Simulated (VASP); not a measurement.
BeBi2C2: relaxation of cell and atoms with PBE

BeBi2C2:

```
Be Bi C
1.0
     4.31258    0.00000    0.00000
    -2.15629    3.73480    0.00000
     0.00000    0.00000    5.83714
Be Bi C
1 2 2
Direct
  0.00000 0.00000 0.00000
  0.33333 0.66667 0.29157
  0.33333 0.66667 0.70843
  0.00000 0.00000 0.69153
  0.00000 0.00000 0.30847
```

- Program: VASP 6.6.1
- Task: relaxation of cell and atoms
- Functional: PBE
- Potentials or basis: VASP PAW PBE potentials, release 64 (Be, Bi_d, C)
- Cutoff: 600 eV
- k mesh: 6 × 6 × 4
- Occupations: gaussian, width 0.1 eV
- Spin: no spin polarisation
- Dipole correction: no
- Further INCAR settings: ALGO = Normal; EDIFF = 1e-06; IBRION = 2; EDIFFG = -0.04; NSW = 90; ISIF = 3

```yaml
Relaxed_volume: 21.05 Å³/atom
Relaxed_cell: a = 3.631 Å, b = 3.631 Å, c = 9.219 Å, α = 90.00°, β = 90.00°, γ = 120.00°
Space_group_after_relaxing_to_0.05_Å: P-6m2 (No. 187)
Energy_gained_by_relaxing: 973.6 meV/atom
Ionic_steps: 50
Pressure_after_relaxing: 0.0 GPa
Largest_force_after_relaxing: 0.015 eV/Å
Band_gap_on_the_k_mesh: 0.33 eV, indirect (least direct gap 0.48 eV)
```

Forces on the atoms (eV/Å):
```
Be   0.000  0.000  0.000
Bi   0.000  0.000 -0.008
Bi   0.000  0.000  0.008
C    0.000  0.000 -0.015
C    0.000  0.000  0.015
```

The path:
```
step  energy change (eV)  largest force (eV/Å)  pressure (GPa)  volume (Å³)
   1              0.0000                8.5902           12.52        94.02
   3             -1.7906                1.4189           -2.67       103.25
   5             -1.7942                1.4063           -2.26       102.50
   7             -2.0746                1.6807           10.52        90.68
   9             -2.1813                1.1613            6.63        93.07
  11             -2.3031                1.3955            9.24        92.02
  13             -2.7821                0.6184            5.20        96.45
  15             -3.3000                0.7575           -3.96       116.69
  17             -3.3242                0.5992           -2.33       111.50
  19             -3.4688                0.8394            1.01       107.56
  21             -2.6750                7.0221           21.03        89.87
  23             -3.6033                1.4601            8.75        99.56
  25             -3.6428                1.5518            9.12        99.16
  27             -3.7565                2.5770           10.95        97.29
  29             -3.7600                3.1112           11.44        96.68
  31             -4.1527                3.2844            8.45        97.07
  33             -4.1511                3.7406            7.00        97.15
  35             -4.6887                0.9018            2.66       100.24
  37             -4.7639                0.6693            0.61       102.36
  39             -4.7658                0.4917            0.87       102.00
  41             -4.7912                0.4536            0.36       102.93
  43             -4.8360                0.3696           -1.73       107.19
  45             -4.8630                0.0808           -0.17       105.84
  47             -4.8652                0.0882           -0.07       105.63
  49             -4.8677                0.0512           -0.04       105.34
  50             -4.8678                0.0148           -0.02       105.27
```

Final structure:
```xyz
5
Lattice="3.6310 0.0000 0.0000 -1.8155 3.1446 0.0000 0.0000 0.0000 9.2193" Properties=species:S:1:pos:R:3 pbc="T T T"
Be    0.0000    0.0000    0.0000
Bi    0.0000    2.0964    2.6650
Bi    0.0000    2.0964    6.5543
C     0.0000    0.0000    7.5775
C     0.0000    0.0000    1.6418
```

Levels at points of the mesh, in eV from the valence-band top:
```csv
k point,band 16,band 17,band 18,band 19,band 20,band 21,band 22,band 23,band 24
"(0.00, 0.00, 0.00)",-0.95,-0.95,-0.50,-0.50,-0.15,0.33,2.01,4.35,4.35
"(0.50, 0.00, 0.00)",-3.64,-2.58,-2.47,-2.09,-0.83,0.90,2.03,2.16,4.16
"(0.00, 0.00, 0.50)",-1.29,-0.93,-0.93,-0.52,-0.52,0.81,2.00,4.69,4.69
"(0.50, 0.00, 0.50)",-3.92,-2.43,-2.15,-1.92,-1.88,1.33,1.56,3.31,3.57
```

Run time: 23 min on 1 thread of AMD EPYC 9R45 96-Core Processor (Zen 5), with other jobs on the host, peak memory 0.24 GiB.

Caveat: spin-orbit coupling is left out, which moves the levels of the heavy elements; this functional lacks dispersion, which binds the layers, so the pressure and a relaxed spacing across them are unreliable. A k mesh can miss the band edges.
